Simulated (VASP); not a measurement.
Here is a VASP 6.6.1 calculation.

INCAR

```
PREC     = Accurate       # precision mode
ENCUT    = 520            # plane-wave cutoff, eV
EDIFF    = 1E-6           # SCF threshold, eV
ISMEAR   = -1             # smearing method
SIGMA    = 0.05           # smearing width, eV
LREAL    = False          # projectors in reciprocal space
LASPH    = True           # aspherical terms in the spheres
NELM     = 100            # most SCF steps
ALGO     = Normal         # electronic algorithm
ISIF     = 2              # what is computed and relaxed
LWAVE    = False          # write WAVECAR
LCHARG   = True           # write CHGCAR
GGA      = PE             # functional
LELF     = True           # ELF
LVHAR    = True         
NBANDS   = 8              # bands
```

File KPOINTS:

```
Automatic mesh
0
Gamma
  17 17 17
```

File POSCAR:

```
Si
1.0
   -1.4002531449      1.4002531449      1.4002531449
    1.4002531449     -1.4002531449      1.4002531449
    1.4002531449      1.4002531449     -1.4002531449
Si
1
Direct
    0.0000000000      0.0000000000      0.0000000000
```

Potentials or basis: VASP PAW PBE potentials, release 64 (Si).

Command:

```bash
$ cat potpaw_PBE.64/Si/POTCAR > POTCAR
$ mpirun -np 1 vasp_std > vasp.out
```

Question: Predict the pressure.

Answer: 49.2 GPa.

Question: Estimate the band gap on the k mesh.

Answer: Zero (band 2 reaches 28.00 eV, above the bottom of band 3 at 9.92 eV).
